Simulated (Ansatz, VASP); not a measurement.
**La2O3 in VASP and in Ansatz**

Contents of INCAR:

```
PREC     = Accurate       # precision mode
ENCUT    = 600            # plane-wave cutoff, eV
EDIFF    = 1E-6           # SCF threshold, eV
ISMEAR   = -1             # smearing method
SIGMA    = 0.05           # smearing width, eV
LREAL    = F              # projectors in reciprocal space
LASPH    = T              # aspherical terms in the spheres
NELM     = 60             # most SCF steps
ALGO     = Normal         # electronic algorithm
ISIF     = 3              # what is computed and relaxed
LWAVE    = F              # write WAVECAR
LCHARG   = F              # write CHGCAR
GGA      = CA             # functional
IBRION   = 2              # ionic algorithm
NSW      = 60             # ionic steps
EDIFFG   = -0.01          # ionic threshold
```

The input KPOINTS:

```
Automatic mesh
0
Gamma
  8 8 5
```

Contents of POSCAR:

```
La2O3
1.0
    3.9307778780      0.0000000000      0.0000000000
   -1.9653889390      3.4041534990      0.0000000000
    0.0000000000      0.0000000000      6.1119535200
La O
2 3
Direct
    0.3333333333      0.6666666667      0.2462356800
    0.6666666667      0.3333333333      0.7537643200
    0.0000000000      0.0000000000      0.0000000000
    0.3333333333      0.6666666667      0.6458906500
    0.6666666667      0.3333333333      0.3541093500
```

The input input.yaml:

```yaml
crystal:
  lattice:
    - [3.930777878, 0.0, 0.0]
    - [-1.965388939, 3.404153499, 0.0]
    - [0.0, 0.0, 6.11195352]
  atoms:
    - { symbol: La, position: [0.3333333333, 0.6666666667, 0.24623568] }
    - { symbol: La, position: [0.6666666667, 0.3333333333, 0.75376432] }
    - { symbol: O, position: [0.0, 0.0, 0.0] }
    - { symbol: O, position: [0.3333333333, 0.6666666667, 0.64589065] }
    - { symbol: O, position: [0.6666666667, 0.3333333333, 0.35410935] }
hamiltonian:
  xc: lda
  pseudopotentials: { kind: paw }
kpoints:
  mp_grid: { grid: [8, 8, 5] }
scf:
  occupations: { method: fermi_dirac, width: 0.05 }
output:
  forces: true
  stress: true
  eigenvalues: true
  write_density: true
  write_potential: true
  elf: true
  volumetric_format: npy
relax:
  f_tol: 0.01
  max_steps: 40
  cell: { stress_tol: 0.05 }
```

Alike in both runs: task relaxation of cell and atoms; functional LDA; k mesh 8 × 8 × 5; occupations fermi-dirac, width 0.05 eV; no spin polarisation.

```csv
,VASP,Ansatz
version,VASP 6.6.1,Ansatz 0.2.0
potentials or method,"VASP PAW LDA potentials, release 64 (La, O)",Ansatz PAW
plane-wave cutoff (eV),600,420
valence electrons in the cell,40,40
```

```csv
,VASP,Ansatz,Ansatz less VASP
"gap on the k mesh at the Fermi level, each at its own relaxed structure (eV)",3.80,3.80,+0.006
relaxed volume (Å³/atom),15.51,15.54,+0.032
relaxed length of the cell vector where the two differ most in proportion (Å),5.943,5.952,+0.0084
```

LDA's correlation is that of Perdew and Zunger in VASP and of Perdew and Wang (1992) in Ansatz.

Neither program's run includes spin-orbit coupling. Noted on Ansatz's run: odd divisions of the mesh miss points on the zone boundary, where band edges often lie, so the gap on the mesh can be too wide; the plane-wave basis is chosen anew once the cell has moved, so the energies of steps on either side of that aren't comparable.
